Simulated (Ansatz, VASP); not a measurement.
# Two plane-wave programs on CdSe

```
Cd Se
1.0
     0.00000    3.24571    2.78514
     3.24571    0.00000    2.78514
     3.24571    3.24571    0.00000
Cd Se
1 1
Cartesian
  0.0000 0.0000 0.0000
  1.6229 1.6229 1.3926
```

Change from the starting cell: epitaxial_xy strain +5.8%.

Alike in both runs: task single point; functional PBE; k mesh 8 × 8 × 8; occupations fermi-dirac, width 0.02 eV; no spin polarisation.

|  | VASP | Ansatz |
| --- | --- | --- |
| version | VASP 6.6.1 | Ansatz 0.2.0 |
| potentials or method | VASP PAW PBE potentials, release 64 (Cd, Se) | plane waves, PAW |
| plane-wave cutoff (eV) | 520 | 420 |
| valence electrons in the cell | 18 | 36 |

Ansatz gave:

```
pressure (GPa)                                                : 0.1
traceless stress, the component that is largest in VASP (GPa) : 1.30
```

**Question.** What did VASP give for the same quantities?

**Answer.** Pressure (GPa): 0.4; traceless stress, the component that is largest in VASP (GPa): 1.27.

With one functional, cell and mesh, what is left measures potentials, basis and numerics. VASP's potentials hold 18 valence electrons a cell and Ansatz's 36, so a difference there can come from the potentials and not from the codes.
